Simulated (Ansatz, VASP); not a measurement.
## TaN in VASP and in Ansatz

```xyz
2
Lattice="2.9240 0.0000 0.0000 -1.4620 2.5323 0.0000 0.0000 0.0000 2.8707" Properties=species:S:1:pos:R:3 pbc="T T T"
Ta    0.0000    1.6882    1.4354
N     0.0000    0.0000    0.0000
```

Alike in both runs: functional PBEsol; k mesh 18 × 18 × 14; occupations gaussian, width 0.1 eV; no spin polarisation.

Ansatz relaxed the structure, and its values are those at the end. VASP's run is a single point on that final structure, the one shown.

|  | VASP | Ansatz |
| --- | --- | --- |
| version | VASP 6.6.1 | Ansatz 0.2.0 |
| potentials or method | VASP PAW PBE potentials, release 64 (Ta_pv, N), cutoff 520 eV | scalar-relativistic, plane waves, PAW |
| valence electrons in the cell | 16 | 18 |

Ansatz gave:

| Property | Result |
| --- | --- |
| gap on the k mesh at the Fermi level (eV) | none |
| pressure (GPa) | 0.0 |

Estimate VASP's values.

gap on the k mesh at the Fermi level (eV): none; pressure (GPa): 0.8.

VASP's potentials were made for PBE, not for PBEsol. A gap of «none» marks a metal or a gap that the smearing closes. With one functional, cell and mesh, what is left measures potentials, basis and numerics. VASP's potentials hold 16 valence electrons a cell and Ansatz's 18, so a difference there can come from the potentials and not from the codes.

Spin-orbit coupling is off throughout.
